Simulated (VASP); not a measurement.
Runs of VASP 6.6.1 on Sb. The structure is that of space group I4/mmm (No. 139), or close to it. The cells are those of the table. 

```csv
task,cell,gap on the mesh (eV),pressure (GPa)
single point,"a = 3.282 Å, angles 124.8, 124.8, 81.8°, 1 atom",none,(b)
electric field gradients,"a = 3.261, b = 3.261, c = 3.252 Å, angles 125.0, 125.0, 81.0°, 1 atom",none,(a)
electric field gradients,"a = 3.311 Å, angles 125.2, 125.2, 81.3°, 1 atom",none,14.2
single point,"a = 3.241 Å, angles 125.9, 125.9, 80.1°, 1 atom",none,25.6
electric field gradients,"a = 3.310 Å, angles 124.1, 124.1, 83.0°, 1 atom",none,11.7
electric field gradients,"a = 3.246 Å, angles 125.2, 125.2, 81.3°, 1 atom",none,22.1
single point,"a = 3.279 Å, angles 125.2, 125.2, 81.3°, 1 atom",none,17.9
electric field gradients,"a = 3.241 Å, angles 125.9, 125.9, 80.1°, 1 atom",none,25.6
```

Alike in all rows: level PBE; potentials or basis VASP PAW PBE potentials, release 64 (Sb); no spin polarisation; k mesh 19 × 19 × 19; cutoff (eV) 520; smearing fermi-dirac 0.05 eV.

Problem. Estimate the missing entries.

Solution. (a) 19.2; (b) 16.4.

Caveats: spin-orbit coupling is left out, which moves the levels of the heavy elements.

A k mesh can miss the band edges, and the runs leave out spin-orbit coupling on Sb.

A gap of «none» marks levels without a gap at the run's occupations.
